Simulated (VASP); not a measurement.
# Al16Cu in VASP: notebook, part 2 of 2

VASP 6.6.1. The steps go on from the part before.

## Step 3: Single point, PBE+D3(BJ)

Contents of INCAR:

```
  ALGO = Normal
  DIPOL = 0.5 0.5 0.303
  EDIFF = 1E-7
  ENCUT = 520
  GGA = PE
  IDIPOL = 3
  ISIF = 2
  ISMEAR = 0
  IVDW = 12
  LASPH = T
  LCHARG = F
  LDIPOL = T
  LREAL = Auto
  LWAVE = F
  NBANDS = 44
  NELM = 100
  PREC = Accurate
  SIGMA = 0.1
```

Contents of KPOINTS:

```
k-points
0
Gamma
  5 4 1
```

Contents of POSCAR:

```
Al16Cu
1.0
    5.6324246412      0.0000000000      0.0000000000
    0.0000000000      7.9654513166      0.0000000000
    0.0000000000      0.0000000000     21.2293510975
Al Cu
16 1
Direct
    0.2500000000      0.2500000000      0.1884183827
    0.2500000000      0.7500000000      0.1884183827
    0.7500000000      0.2500000000      0.1884183827
    0.7500000000      0.7500000000      0.1884183827
    0.0000000000      0.0000000000      0.2547466541
    0.0000000000      0.5000000000      0.2547466541
    0.5000000000      0.0000000000      0.2547466541
    0.5000000000      0.5000000000      0.2547466541
    0.2500000000      0.2500000000      0.3240951258
    0.2500000000      0.7500000000      0.3240951258
    0.7500000000      0.2500000000      0.3240951258
    0.7500000000      0.7500000000      0.3240951258
    0.0000000000      0.0000000000      0.3876402562
    0.0000000000      0.5000000000      0.3876402562
    0.5000000000      0.0000000000      0.3876402562
    0.5000000000      0.5000000000      0.3876402562
    0.0000000000      0.0000000000      0.5289540432
```

Potentials or basis: VASP PAW PBE potentials, release 64 (Al, Cu).

Run with:

```bash
$ cat potpaw_PBE.64/Al/POTCAR potpaw_PBE.64/Cu/POTCAR > POTCAR
$ mpirun -np 1 vasp_std > vasp.out
```

OUTCAR:

```text
EDIFF = 1E-7
   ENCUT = 520
   GGA = PE
   ISIF = 2
   ISMEAR = 0
   IVDW = 12
   LASPH = T
   LREAL = Auto
   NELM = 100
   PREC = Accurate
 IVDW          = 12

 ion  position               nearest neighbor table
   1  0.250  0.250  0.188-   3 2.82   3 2.82   6 2.82   7 2.82   8 2.82   5 2.82   9 2.88
   2  0.250  0.750  0.188-   4 2.82   4 2.82   6 2.82   7 2.82   8 2.82   5 2.82  10 2.88
   3  0.750  0.250  0.188-   1 2.82   1 2.82   6 2.82   7 2.82   8 2.82   5 2.82  11 2.88
   4  0.750  0.750  0.188-   2 2.82   2 2.82   6 2.82   7 2.82   8 2.82   5 2.82  12 2.88
   5  0.000  0.000  0.255-   7 2.82   7 2.82   3 2.82   4 2.82   1 2.82   2 2.82  13 2.82  11 2.85
                            12 2.85   9 2.85  10 2.85
   6  0.000  0.500  0.255-   8 2.82   8 2.82   3 2.82   4 2.82   1 2.82   2 2.82  14 2.82  11 2.85
                            12 2.85   9 2.85  10 2.85
   7  0.500  0.000  0.255-   5 2.82   5 2.82   3 2.82   4 2.82   1 2.82   2 2.82  15 2.82  11 2.85
                            12 2.85   9 2.85  10 2.85
   8  0.500  0.500  0.255-   6 2.82   6 2.82   3 2.82   4 2.82   1 2.82   2 2.82  16 2.82  11 2.85
                            12 2.85   9 2.85  10 2.85
   9  0.250  0.250  0.324-  13 2.79  14 2.79  15 2.79  16 2.79  11 2.82  11 2.82   7 2.85   8 2.85
                             5 2.85   6 2.85   1 2.88
  10  0.250  0.750  0.324-  13 2.79  14 2.79  15 2.79  16 2.79  12 2.82  12 2.82   7 2.85   8 2.85
                             5 2.85   6 2.85   2 2.88
  11  0.750  0.250  0.324-  13 2.79  14 2.79  15 2.79  16 2.79   9 2.82   9 2.82   7 2.85   8 2.85
[... 5 lines left out ...]
  14  0.000  0.500  0.388-   9 2.79  10 2.79  11 2.79  12 2.79  16 2.82  16 2.82   6 2.82
  15  0.500  0.000  0.388-   9 2.79  10 2.79  11 2.79  12 2.79  13 2.82  13 2.82   7 2.82
  16  0.500  0.500  0.388-   9 2.79  10 2.79  11 2.79  12 2.79  14 2.82  14 2.82   8 2.82
  17  0.000  0.000  0.529-  13 3.00

  LATTYP: Found a simple orthorhombic cell.
 ALAT       =     5.6324246412
 B/A-ratio  =     1.4142135624
 C/A-ratio  =     3.7691318482

  Lattice vectors:

 A1 = (   5.6324246412,   0.0000000000,   0.0000000000)
 A2 = (   0.0000000000,   7.9654513166,   0.0000000000)
 A3 = (   0.0000000000,   0.0000000000,  21.2293510975)

Analysis of symmetry for initial positions (statically):
=====================================================================
 Subroutine PRICEL returns:
 Original cell was already a primitive cell.

 Routine SETGRP: Setting up the symmetry group for a
 simple orthorhombic supercell.

 Subroutine GETGRP returns: Found  4 space group operations
 (whereof  4 operations were pure point group operations)
 out of a pool of  8 trial point group operations.

The static configuration has the point symmetry C_2v.

Analysis of symmetry for dynamics (positions and initial velocities):
=====================================================================
 Subroutine PRICEL returns:
 Original cell was already a primitive cell.

 Routine SETGRP: Setting up the symmetry group for a
 simple orthorhombic supercell.

 Subroutine GETGRP returns: Found  4 space group operations
 (whereof  4 operations were pure point group operations)
 out of a pool of  8 trial point group operations.

The dynamic configuration has the point symmetry C_2v.

 Subroutine INISYM returns: Found  4 space group operations
 (whereof  4 operations are pure point group operations),
 and found     1 'primitive' translations

[... 95 lines left out ...]
   ions per type =              16   1
   NGX,Y,Z   is equivalent  to a cutoff of  12.40, 12.52, 12.53 a.u.
   NGXF,Y,Z  is equivalent  to a cutoff of  24.79, 25.05, 25.06 a.u.
 SYSTEM =  unknown system
   PREC   = accura    normal or accurate (medium, high low for compatibility)
   ISTART =      0    job   : 0-new  1-cont  2-samecut
   ICHARG =      2    charge: 1-file 2-atom 10-const
   ISPIN  =      1    spin polarized calculation?
   LNONCOLLINEAR =      F non collinear calculations
   LSORBIT =      F    spin-orbit coupling
   LASPH  =      T    aspherical Exc in radial PAW
   ENCUT  =  520.0 eV  38.22 Ry    6.18 a.u.  10.47 14.81 39.47*2*pi/ulx,y,z
   NELM   =    100;   NELMIN=  2; NELMDL= -5     # of ELM steps
   EDIFF  = 0.1E-06   stopping-criterion for ELM
   LREAL  =      T    real-space projection
   EDIFFG = 0.1E-05   stopping-criterion for IOM
   NSW    =      0    number of steps for IOM
   IBRION =     -1    ionic relax: 0-MD 1-quasi-New 2-CG
   NFREE  =      0    steps in history (QN), initial steepest desc. (CG)
   ISIF   =      2    stress and relaxation
   ISYM   =      2    0-nonsym 1-usesym 2-fastsym
   POTIM  = 0.5000    time-step for ionic-motion
   TEBEG  =    0.0;   TEEND  =   0.0 temperature during run
   PSTRESS=    0.0 pullay stress
   NELECT =      59.0000    total number of electrons
   NUPDOWN=      -1.0000    fix difference up-down
   EMIN   =  10.00;   EMAX   =-10.00  energy-range for DOS
   EFERMI =   0.00;   METHOD = LEGACY
   ISMEAR =     0;   SIGMA  =   0.10  broadening in eV -4-tet -1-fermi 0-gaus
   EFERMI_NEDOS =   21; number of points for ismear=-14 and -15
   IALGO  =     38    algorithm
   IMIX   =      4    mixing-type and parameters
     AMIX     =   0.40;   BMIX     =  1.00
     AMIX_MAG =   1.60;   BMIX_MAG =  1.00
  volume/ion in A,a.u.               =      56.03       378.09
  Fermi-wavevector in a.u.,A,eV,Ry     =   0.647756  1.224081  5.708836  0.419588
  Thomas-Fermi vector in A             =   1.716167
   LORBIT       =      0    0 simple, 1 ext, 2 COOP (PROOUT), +10 PAW based schemes
   GGA     = PE    functional components
   LHFCALC =     F    Hartree Fock is set to
   AEXX    =    0.0000 exact exchange contribution
   IVDW    =    12    specifies the selected vdW correction
   LEPSILON=     F    determine dielectric tensor
   LRPA    =     F    only Hartree local field effects (RPA)
 non-spin polarized calculation
 Gauss-broadening in eV      SIGMA  =   0.10
  energy-cutoff  :      520.00
  volume of cell :      952.45
 maximum number of plane-waves:     25710
 NGX is ok and might be reduce to    42
   NGX = 21   NGY = 29   NGZ = 79

 dipolmoment           0.000000      0.000000     -0.007526 electrons x Angstroem

 number of electron      59.0000014 magnetization

 dipolmoment           0.000000      0.000000      0.034459 electrons x Angstroem

 Free energy of the ion-electron system (eV)
  ---------------------------------------------------
  ext. energy  EPLUGINS =         0.00000000
  ---------------------------------------------------
  free energy    TOTEN  =       -56.07592278 eV

  energy without entropy =      -56.02371610  energy(sigma->0) =      -56.04981944

 E-fermi :  -0.5629     XC(G=0):  -4.1243

 val. band max:       -0.5645343455   @ k =   0.2000   0.2500   0.0000
 cond. band min:      -0.5327792025   @ k =   0.4000   0.5000   0.0000
 fundamental gap:      0.0317551430
 Fermi energy:        -0.5628608626

 k-point     1 :       0.0000    0.0000    0.0000
  band No.  band energies     occupation
      1     -11.0150      2.00000
      2      -8.7613      2.00000
      3      -8.7104      2.00000
      4      -8.5677      2.00000
      5      -6.4749      2.00000
      6      -6.4413      2.00000
[... 385 lines left out ...]
     40       1.9744      0.00000
     41       2.0371      0.00000
 [bands above 41 left out]

------------------------ aborting loop because EDIFF is reached ----------------------------------------

 vacuum level on the upper side and lower side of the slab       (xc-potential included)        -0.102        -0.195

 Edisp (eV)   -3.56074

 E8    (eV) :    -1.6642

  FORCE on cell =-STRESS in cart. coord.  units (eV):
  Direction    XX          YY          ZZ          XY          YZ          ZX
  --------------------------------------------------------------------------------------
  -------------------------------------------------------------------------------------
  Total     -10.97435    -3.47606    -5.13771     0.00000     0.00000     0.00000
  in kB     -18.46064    -5.84730    -8.64247     0.00000     0.00000     0.00000
  external pressure =      -10.98 kB  Pullay stress =        0.00 kB

 VOLUME and BASIS-vectors are now :
 -----------------------------------------------------------------------------
  energy-cutoff  :      520.00
  volume of cell :      952.45
      direct lattice vectors                 reciprocal lattice vectors
     5.632424641  0.000000000  0.000000000     0.177543432  0.000000000  0.000000000
     0.000000000  7.965451317  0.000000000     0.000000000  0.125542165  0.000000000
     0.000000000  0.000000000 21.229351098     0.000000000  0.000000000  0.047104596

 POSITION                                       TOTAL-FORCE (eV/Angst)
 -----------------------------------------------------------------------------------
      1.40811      1.99136      4.00000        -0.002515      0.004465      0.170819
      1.40811      5.97409      4.00000        -0.002515     -0.004465      0.170819
      4.22432      1.99136      4.00000         0.002515      0.004465      0.170819
      4.22432      5.97409      4.00000         0.002515     -0.004465      0.170819
      0.00000      0.00000      5.40811         0.000000      0.000000     -0.177417
      0.00000      3.98273      5.40811         0.000000      0.000000     -0.091016
[... 9 lines left out ...]
      2.81621      3.98273      8.22935         0.000000      0.000000     -0.015501
      0.00000      0.00000     11.22935         0.000000      0.000000     -1.226000
 -----------------------------------------------------------------------------------
    total drift:                                0.000000     -0.000000     -0.003046

  FREE ENERGIE OF THE ION-ELECTRON SYSTEM (eV)
  ---------------------------------------------------
  free  energy   TOTEN  =       -59.6366636990 eV

  energy  without entropy=      -59.5844570225  energy(sigma->0) =      -59.61056036

 vacuum level on the upper side and lower side of the slab         3.464         3.368
```

Run time: 10 min. Hardware: 1 thread of Intel Xeon 6975P-C (Granite Rapids), shared host; peak memory 0.88 GiB.

What came out:

* Free energy: -59.6367 eV
* Largest force: 1.226 eV/Å
* Band gap on the k mesh: zero (an odd number of electrons rules out a gap without spin polarisation)
* Dispersion energy per atom: -0.209 eV

Forces on the atoms (eV/Å):
```
Al  -0.003  0.004  0.171
Al  -0.003 -0.004  0.171
Al   0.003  0.004  0.171
Al   0.003 -0.004  0.171
Al   0.000  0.000 -0.177
Al   0.000  0.000 -0.091
Al   0.000  0.000 -0.112
Al   0.000  0.000 -0.082
Al   0.051 -0.039 -0.044
Al   0.051  0.039 -0.044
Al  -0.051 -0.039 -0.044
Al  -0.051  0.039 -0.044
Al   0.000  0.000  1.125
Al   0.000  0.000  0.040
Al   0.000  0.000  0.032
Al   0.000  0.000 -0.016
Cu   0.000  0.000 -1.226
```

Levels at points of the mesh, in eV from the Fermi level:
```csv
k point,band 26,band 27,band 28,band 29,band 30,band 31,band 32,band 33
"(0.00, 0.00, 0.00)",-0.84,-0.74,-0.69,-0.53,-0.31,-0.15,0.07,0.20
"(0.00, 0.50, 0.00)",-0.85,-0.84,-0.83,-0.82,-0.11,0.26,0.28,0.28
```

## Step 4: Single point, PBE+D3(BJ)

Contents of INCAR:

```
SYSTEM = Al16Cu
PREC     = Accurate       ! precision mode
ENCUT    = 520            ! plane-wave cutoff, eV
EDIFF    = 1E-7           ! SCF threshold, eV
ISMEAR   = 0              ! smearing method
SIGMA    = 0.1            ! smearing width, eV
LREAL    = Auto         
LASPH    = .TRUE.         ! aspherical terms in the spheres
NELM     = 60             ! most SCF steps
ALGO     = Normal         ! electronic algorithm
ISIF     = 2              ! what is computed and relaxed
LWAVE    = .FALSE.        ! write WAVECAR
LCHARG   = .FALSE.        ! write CHGCAR
LDIPOL   = .TRUE.       
IDIPOL   = 3            
DIPOL    = 0.5 0.5 0.303
GGA      = PE             ! functional
IVDW     = 12             ! dispersion correction
NBANDS   = 44             ! bands
```

Contents of KPOINTS:

```
regular mesh
0
G
  5 4 1
  0 0 0
```

POSCAR: that of step 3 with these lines changed.

```diff
@@ -24,2 +24,2 @@
     0.5000000000      0.5000000000      0.3876402562
-    0.0000000000      0.0000000000      0.5289540432
+    0.0000000000      0.2500000000      0.5289540432
```

Potentials or basis: VASP PAW PBE potentials, release 64 (Al, Cu).

Run with:

```bash
$ cat potpaw_PBE.64/Al/POTCAR potpaw_PBE.64/Cu/POTCAR > POTCAR
$ mpirun -np 1 vasp_std > vasp.out
```

OUTCAR:

```text
SYSTEM = Al16Cu
   PREC = Accurate
   ENCUT = 520
   EDIFF = 1E-7
   ISMEAR = 0
   LREAL = Auto
   LASPH = .TRUE.
   NELM = 60
   ISIF = 2
   GGA = PE
   IVDW = 12
 IVDW          = 12

 ion  position               nearest neighbor table
   1  0.250  0.250  0.188-   3 2.82   3 2.82   6 2.82   7 2.82   8 2.82   5 2.82   9 2.88
   2  0.250  0.750  0.188-   4 2.82   4 2.82   6 2.82   7 2.82   8 2.82   5 2.82  10 2.88
   3  0.750  0.250  0.188-   1 2.82   1 2.82   6 2.82   7 2.82   8 2.82   5 2.82  11 2.88
   4  0.750  0.750  0.188-   2 2.82   2 2.82   6 2.82   7 2.82   8 2.82   5 2.82  12 2.88
   5  0.000  0.000  0.255-   7 2.82   7 2.82   3 2.82   4 2.82   1 2.82   2 2.82  13 2.82  11 2.85
[... 644 lines left out ...]
  in kB     -19.98956    -7.23675    -7.34092     0.00000     0.00000     0.00000
  external pressure =      -11.52 kB  Pullay stress =        0.00 kB

 VOLUME and BASIS-vectors are now :
 -----------------------------------------------------------------------------
  energy-cutoff  :      520.00
  volume of cell :      952.45
      direct lattice vectors                 reciprocal lattice vectors
     5.632424641  0.000000000  0.000000000     0.177543432  0.000000000  0.000000000
     0.000000000  7.965451317  0.000000000     0.000000000  0.125542165  0.000000000
     0.000000000  0.000000000 21.229351098     0.000000000  0.000000000  0.047104596

 POSITION                                       TOTAL-FORCE (eV/Angst)
 -----------------------------------------------------------------------------------
      1.40811      1.99136      4.00000        -0.044177      0.000000      0.171326
      1.40811      5.97409      4.00000         0.059005      0.000000      0.138949
      4.22432      1.99136      4.00000         0.044177      0.000000      0.171326
      4.22432      5.97409      4.00000        -0.059005      0.000000      0.138949
      0.00000      0.00000      5.40811         0.000000      0.015183     -0.138580
      0.00000      3.98273      5.40811         0.000000     -0.015183     -0.138580
[... 9 lines left out ...]
      2.81621      3.98273      8.22935         0.000000      0.009315     -0.002036
      0.00000      1.99136     11.22935         0.000000      0.000000     -1.037594
 -----------------------------------------------------------------------------------
    total drift:                               -0.000000      0.000000     -0.004292

  FREE ENERGIE OF THE ION-ELECTRON SYSTEM (eV)
  ---------------------------------------------------
  free  energy   TOTEN  =       -59.3651605626 eV

  energy  without entropy=      -59.3042598060  energy(sigma->0) =      -59.33471018

 vacuum level on the upper side and lower side of the slab         3.596         3.313
```

OSZICAR:

```text
N       E                     dE             d eps       ncg     rms          rms(c)
DAV:   1     0.259921512883E+03    0.25992E+03   -0.16975E+04   792   0.944E+02
DAV:   2    -0.422852702544E+02   -0.30221E+03   -0.28679E+03  1016   0.172E+02
DAV:   3    -0.640320881063E+02   -0.21747E+02   -0.20073E+02  1008   0.511E+01
[... 28 lines left out ...]
DAV:  32    -0.557850292564E+02   -0.58001E-05   -0.12547E-05   912   0.304E-02    0.278E-03
DAV:  33    -0.557850305607E+02   -0.13043E-05   -0.99531E-07   888   0.534E-03    0.268E-03
DAV:  34    -0.557850307074E+02   -0.14669E-06   -0.15242E-07   664   0.256E-03    0.261E-03
DAV:  35    -0.557850310132E+02   -0.30581E-06   -0.38108E-07   744   0.185E-03    0.157E-03
DAV:  36    -0.557850310160E+02   -0.28331E-08   -0.83711E-08   592   0.289E-03
   1 F= -.59365161E+02 E0= -.59334710E+02  d E =-.609008E-01
```

Run time: 11 min. Hardware: 1 thread of Intel Xeon 6975P-C (Granite Rapids), shared host; peak memory 0.87 GiB.

Results:

| Quantity | Value |
| --- | --- |
| Free energy | -59.3652 eV |
| Largest force | 1.038 eV/Å |
| Band gap on the k mesh | zero (an odd number of electrons rules out a gap without spin polarisation) |
| Dispersion energy per atom | -0.211 eV |

Forces in eV/Å, atoms in the order of the input:
```
Al  -0.044  0.000  0.171
Al   0.059  0.000  0.139
Al   0.044  0.000  0.171
Al  -0.059  0.000  0.139
Al   0.000  0.015 -0.139
Al   0.000 -0.015 -0.139
Al   0.000 -0.044 -0.084
Al   0.000  0.044 -0.084
Al   0.022  0.000 -0.067
Al   0.059  0.000 -0.013
Al  -0.022  0.000 -0.067
Al  -0.059  0.000 -0.013
Al   0.000  0.307  0.513
Al   0.000 -0.307  0.513
Al   0.000 -0.009 -0.002
Al   0.000  0.009 -0.002
Cu   0.000  0.000 -1.038
```

## Step 5: The runs side by side

| cell | gap on the mesh (eV) | largest force (eV/Å) |
| --- | --- | --- |
| as given, atomic positions A | none | 0.95 |
| as given, atomic positions B | none | 1.23 |
| as given, atomic positions C | none | 1.04 |

Alike in all rows: task single point; level PBE+D3(BJ); potentials or basis VASP PAW PBE potentials, release 64 (Al, Cu); no spin polarisation; k mesh 5 × 4 × 1; cutoff (eV) 520; smearing gaussian 0.1 eV.

Total energies depend on the potentials used, so only differences within one code and one set of settings carry meaning.

The gap in the log of VASP goes by the Fermi energy; the results here count the filled bands.